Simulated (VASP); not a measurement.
Write the native input for VASP 6.6.1 that does the following.

| Item | Value |
| --- | --- |
| Task | relaxation of cell and atoms |
| Functional | PBEsol |
| Potentials or basis | VASP PAW PBE potentials, release 64 (Hf_pv, B) |
| Cutoff | 600 eV |
| k mesh | 12 × 12 × 9 |
| Occupations | fermi-dirac, width 0.05 eV |
| Spin | no spin polarisation |
| Target pressure | 10 GPa |
| Dipole correction | no |
| Further INCAR settings | ALGO = Normal; EDIFF = 1e-06; IBRION = 2; EDIFFG = -0.02; NSW = 80; ISIF = 3 |

The structure of HfB2 lies in POSCAR:

```
HfB2
1.0
    3.1400000000      0.0000000000      0.0000000000
   -1.5700000000      2.7193197679      0.0000000000
    0.0000000000      0.0000000000      3.4800000000
Hf B
1 2
Direct
    0.0000000000      0.0000000000      0.0000000000
    0.3333330000      0.6666670000      0.5000000000
    0.6666670000      0.3333330000      0.5000000000
```

The input as run:

INCAR

```
SYSTEM = HfB2
ALGO = Normal
EDIFF = 1E-6
EDIFFG = -0.02
ENCUT = 600
GGA = PS
IBRION = 2
ISIF = 3
ISMEAR = -1
LASPH = .TRUE.
LCHARG = .FALSE.
LREAL = .FALSE.
LWAVE = .FALSE.
NELM = 60
NSW = 80
PREC = Accurate
PSTRESS = 100.0
SIGMA = 0.05
```

KPOINTS

```
k-points
0
G
  12 12 9
  0 0 0
```

Potentials or basis: VASP PAW PBE potentials, release 64 (Hf_pv, B).

Run with:

```console
$ cat potpaw_PBE.64/Hf_pv/POTCAR potpaw_PBE.64/B/POTCAR > POTCAR
$ mpirun -np 1 vasp_std > vasp.out
```

It gave:

```json
{
  "Relaxed volume": "9.38 Å³/atom",
  "Relaxed cell": "a = 3.090 Å, b = 3.090 Å, c = 3.404 Å, α = 90.00°, β = 90.00°, γ = 120.00°",
  "Space group after relaxing (to 0.05 Å)": "P6/mmm (No. 191)",
  "Energy change on relaxing (the enthalpy is what falls)": "+8.3 meV/atom",
  "Ionic steps": "7",
  "Pressure after relaxing": "10.3 GPa",
  "Band gap on the k mesh": "zero (band 8 reaches 8.74 eV, above the bottom of band 9 at 7.41 eV)"
}
```

Caveat: the cell is relaxed towards a set pressure, so the enthalpy falls and the energy may rise; the PAW data sets were made with another functional, which shifts forces and pressure a little; spin-orbit coupling is left out, which moves the levels of the heavy elements.

It took 68 s on 1 thread of Intel(R) Xeon(R) 6975P-C (Granite Rapids) (shared host), peak memory 0.2 GiB.
